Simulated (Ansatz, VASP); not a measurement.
## Two plane-wave programs on Hf4H3

```
Hf H
1.0
     3.23148    0.00000    0.00000
    -1.61574    2.79854    0.00000
     0.00000    0.00000   10.81700
Hf H
4 3
Direct
  0.00000 0.00000 0.98186
  0.33333 0.66667 0.25413
  0.66667 0.33333 0.51314
  0.33333 0.66667 0.74655
  0.33333 0.66667 0.06400
  0.00000 0.00000 0.18148
  0.66667 0.33333 0.32134
```

Alike in both runs: functional PBE; k mesh 12 × 12 × 4; occupations gaussian, width 0.1 eV; no spin polarisation.

Ansatz relaxed the structure, and its values are those at the end. VASP's run is a single point on that final structure, the one shown.

|  | VASP | Ansatz |
| --- | --- | --- |
| version | VASP 6.6.1 | Ansatz 0.2.0 |
| potentials or method | VASP PAW PBE potentials, release 64 (Hf_pv, H), cutoff 520 eV | scalar-relativistic, plane waves, PAW |
| valence electrons in the cell | 43 | 107 |

```csv
,VASP,Ansatz,Ansatz less VASP
gap on the k mesh at the Fermi level (eV),none,none,-
pressure (GPa),-0.6,0.0,+0.59
rms of the force components (eV/Å),0.004,0.003,-0.0014
```

A gap of «none» marks a metal or a gap that the smearing closes. VASP's potentials hold 43 valence electrons a cell and Ansatz's 107, so a difference there can come from the potentials and not from the codes.

Neither program's run includes spin-orbit coupling.
